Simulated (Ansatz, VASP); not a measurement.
# One calculation of C, two programs

Contents of POSCAR:

```
C
1.0
    0.0000000000     -1.7356132384     -1.7356132384
   -1.7356132384      0.0000000000     -1.7356132384
    1.7356132384      1.7356132384     -3.4712264767
C
4
Direct
    0.7249113929      0.7823424657      0.7499999898
    0.2750886071      0.2176575343      0.2500000102
    0.3499113929      0.4073424657      0.8749999898
    0.9000886071      0.8426575343      0.3750000102
```

File INCAR.step1:

```
SYSTEM = C
PREC = Accurate
ENCUT = 520
ISMEAR = 0
SIGMA = 0.05
LREAL = .FALSE.
LASPH = .TRUE.
NELM = 60
NBANDS = 16
GGA = PE
ALGO = Normal
EDIFF = 1E-4
LWAVE = .TRUE.
LCHARG = .FALSE.
```

Contents of INCAR.step2:

```
SYSTEM = C
PREC = Accurate
ENCUT = 520
EDIFF = 1E-6
ISMEAR = 0
SIGMA = 0.05
LREAL = .FALSE.
LASPH = .TRUE.
NELM = 60
ALGO = Normal
ISIF = 2
LWAVE = .FALSE.
LCHARG = .FALSE.
METAGGA = R2SCAN
LMIXTAU = .TRUE.
NBANDS = 16
ISTART = 1
```

KPOINTS

```
Automatic mesh
0
G
  12 12 10
  0 0 0
```

Input for Ansatz:

```yaml
crystal:
  lattice:
    - [0.0, -1.7356132384, -1.7356132384]
    - [-1.7356132384, 0.0, -1.7356132384]
    - [1.7356132384, 1.7356132384, -3.4712264767]
  atoms:
    - { symbol: C, position: [0.7249113929, 0.7823424657, 0.7499999898] }
    - { symbol: C, position: [0.2750886071, 0.2176575343, 0.2500000102] }
    - { symbol: C, position: [0.3499113929, 0.4073424657, 0.8749999898] }
    - { symbol: C, position: [0.9000886071, 0.8426575343, 0.3750000102] }
basis:
  ecutwfc: 520.0
kpoints:
  mp_grid: { grid: [12, 12, 10] }
hamiltonian:
  xc: r2scan
scf:
  occupations: { method: gaussian, width: 0.05 }
output:
  forces: true
  stress: true
  eigenvalues: true
```

Change from the starting cell: mode 4 frozen in at -0.074 Å, equal normal strain along x, y and z -0.0250.

Alike in both runs: task single point; functional r2SCAN; k mesh 12 × 12 × 10; occupations gaussian, width 0.05 eV; no spin polarisation.

```csv
,VASP,Ansatz
version,VASP 6.6.1,Ansatz 0.2.0
potentials or method,"VASP PAW PBE potentials, release 64 (C), cutoff 520 eV","scalar-relativistic, plane waves, PAW"
valence electrons in the cell,16,16
```

|  | VASP | Ansatz | Ansatz less VASP |
| --- | --- | --- | --- |
| gap on the k mesh at the Fermi level (eV) | 4.40 | 4.43 | +0.031 |
| least direct gap on the mesh (eV) | 5.94 | 5.99 | +0.051 |
| pressure (GPa) | 40.5 | 39.0 | -1.47 |
| traceless stress, the component that is largest in VASP (GPa) | 1.32 | 1.33 | +0.008 |
| rms of the force components (eV/Å) | 0.599 | 0.603 | +0.0033 |

VASP's potentials were made for PBE, not for r2SCAN. Atom by atom the forces differ by 0.003 eV/Å (rms over components). Both programs put the cell under a high pressure, so it lies far from rest at this level. The functional is the same, so the differences come from potentials, cutoffs and numerics.
